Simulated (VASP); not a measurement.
Os:

```
Os
1.0
     2.49000    0.00000    0.00000
     0.00000    2.49000    0.00000
     0.00000    0.00000    2.49000
Os
1
Direct
  0.00000 0.00000 0.00000
```

```yaml
Program: VASP 6.6.1
Task: relaxation of cell and atoms
Functional: PBE
Potentials_or_basis: VASP PAW PBE potentials, release 64 (Os)
Cutoff: 600 eV
k_mesh: 9 × 9 × 9
Occupations: fermi-dirac, width 0.05 eV
Spin: no spin polarisation
```

At the start: pressure 25.9 GPa; volume 15.44 Å³/atom.

Question: Where does the relaxation end?

Answer: Over 18 steps the energy falls by 93.8 meV/atom and the volume is 16.69 Å³/atom (+8.1 %); space group Pm-3m (No. 221, to 0.05 Å).

Step by step:
| step | energy change (eV) | largest force (eV/Å) | pressure (GPa) | volume (Å³) |
| --- | --- | --- | --- | --- |
| 1 | 0.0000 | 0.0000 | 25.92 | 15.44 |
| 2 | 0.6868 | 0.0000 | -38.19 | 21.72 |
| 3 | -0.0926 | 0.0000 | -2.49 | 16.84 |
| 4 | -0.0938 | 0.0000 | -0.28 | 16.71 |
| 5 | -0.0938 | 0.0000 | 0.15 | 16.68 |
| 6 | -0.0938 | 0.0000 | 0.15 | 16.68 |
| 7 | -0.0938 | 0.0000 | 0.15 | 16.68 |
| 8 | -0.0938 | 0.0000 | 0.14 | 16.68 |
| 9 | -0.0938 | 0.0000 | 0.14 | 16.68 |
| 10 | -0.0938 | 0.0000 | 0.14 | 16.68 |
| 11 | -0.0938 | 0.0000 | 0.14 | 16.68 |
| 12 | -0.0938 | 0.0000 | 0.13 | 16.68 |
| 13 | -0.0938 | 0.0000 | 0.13 | 16.68 |
| 14 | -0.0938 | 0.0000 | 0.13 | 16.68 |
| 15 | -0.0938 | 0.0000 | 0.13 | 16.68 |
| 16 | -0.0938 | 0.0000 | 0.12 | 16.68 |
| 17 | -0.0938 | 0.0000 | 0.11 | 16.68 |
| 18 | -0.0938 | 0.0000 | 0.03 | 16.69 |

Final structure:
```
Os
1.0
     2.55544    0.00000    0.00000
     0.00000    2.55544    0.00000
     0.00000    0.00000    2.55544
Os
1
Direct
  0.00000 0.00000 0.00000
```
